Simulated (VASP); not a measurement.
Set up this calculation in VASP 6.6.1, as the native input.

- Task: single point
- Functional: PBE
- Potentials or basis: VASP PAW PBE potentials, release 64 (Pt, Se)
- Cutoff: 520 eV
- k mesh: 7 × 7 × 5
- Occupations: fermi-dirac, width 0.05 eV
- Spin: no spin polarisation
- Dipole correction: no
- Further INCAR settings: ALGO = Normal; EDIFF = 1e-07; NBANDS = 18

The structure of PtSe2 (Sudovikovite) lies in POSCAR:

```
PtSe2
1.0
    3.7240000000      0.0000000000      0.0000000000
   -1.8620000000      3.2250786037      0.0000000000
    0.0000000000      0.0000000000      5.0620000000
Pt Se
1 2
Direct
    0.0000000000      0.0000000000      0.0000000000
    0.6666666667      0.3333333333      0.7500000000
    0.3333333333      0.6666666667      0.2500000000
```

One way to write it, as run:

INCAR

```
SYSTEM = PtSe2
ALGO = Normal
EDIFF = 1E-7
ENCUT = 520
GGA = PE
ISIF = 2
ISMEAR = -1
LASPH = .TRUE.
LCHARG = .FALSE.
LREAL = .FALSE.
LWAVE = .FALSE.
NBANDS = 18
NELM = 100
PREC = Accurate
SIGMA = 0.05
```

KPOINTS

```
k-points
0
G
  7 7 5
  0 0 0
```

Potentials or basis: VASP PAW PBE potentials, release 64 (Pt, Se).

Command:

```bash
$ cat potpaw_PBE.64/Pt/POTCAR potpaw_PBE.64/Se/POTCAR > POTCAR
$ mpirun -np 1 vasp_std > vasp.out
```

It gave:

```
Pressure               : 7.3 GPa
Largest force          : 0.613 eV/Å
Band gap on the k mesh : zero (band 11 reaches 6.94 eV, above the bottom of band 12 at 6.62 eV)
```

Caveat: spin-orbit coupling is left out, which moves the levels of the heavy elements.

Wall time 44 s on 1 thread of Intel(R) Xeon(R) Platinum 8124M CPU @ 3.00GHz (Skylake/Cascade Lake) (shared host), peak memory 0.19 GiB.
